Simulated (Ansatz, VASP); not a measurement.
Two plane-wave programs on ScAl

The input INCAR:

```
PREC     = Accurate       # precision mode
ENCUT    = 520            # plane-wave cutoff, eV
EDIFF    = 1E-7           # SCF threshold, eV
ISMEAR   = -1             # smearing method
SIGMA    = 0.15           # smearing width, eV
LREAL    = False          # projectors in reciprocal space
LASPH    = True           # aspherical terms in the spheres
NELM     = 60             # most SCF steps
ALGO     = Fast           # electronic algorithm
ISIF     = 2              # what is computed and relaxed
LWAVE    = False          # write WAVECAR
LCHARG   = False          # write CHGCAR
NBANDS   = 14             # bands
```

File KPOINTS:

```
Automatic mesh
0
Gamma
  12 12 12
```

The input POSCAR:

```
ScAl
1.0
    3.3323022257      0.0000000000      0.0000000000
    0.0000000000      3.3323022257      0.0000000000
    0.0000000000      0.0000000000      3.3323022257
Sc Al
1 1
Direct
    0.5000000000      0.5000000000      0.5000000000
    0.0000000000      0.0000000000      0.0000000000
```

Input for Ansatz:

```yaml
crystal:
  lattice:
    - [3.3323022257, 0.0, 0.0]
    - [0.0, 3.3323022257, 0.0]
    - [0.0, 0.0, 3.3323022257]
  atoms:
    - { symbol: Sc, position: [0.5, 0.5, 0.5] }
    - { symbol: Al, position: [0.0, 0.0, 0.0] }
basis:
  ecutwfc: 420
kpoints:
  mp_grid: { grid: [12, 12, 12] }
hamiltonian:
  xc: lda
scf:
  occupations: { method: fermi_dirac, width: 0.15 }
output:
  forces: true
  stress: true
  eigenvalues: true
```

Alike in both runs: task single point; functional LDA; k mesh 12 × 12 × 12; occupations fermi-dirac, width 0.15 eV; no spin polarisation.

```csv
,VASP,Ansatz
version,VASP 6.6.1,Ansatz 0.2.0
potentials or method,"VASP PAW LDA potentials, release 64 (Sc_sv, Al), cutoff 520 eV","scalar-relativistic, plane waves, PAW"
valence electrons in the cell,14,14
```

|  | VASP | Ansatz | Ansatz less VASP |
| --- | --- | --- | --- |
| gap on the k mesh at the Fermi level (eV) | none | none | - |
| pressure (GPa) | -1.4 | -1.6 | -0.19 |

LDA's correlation is that of Perdew and Zunger in VASP and of Perdew and Wang (1992) in Ansatz. A gap of «none» marks a metal or a gap that the smearing closes.
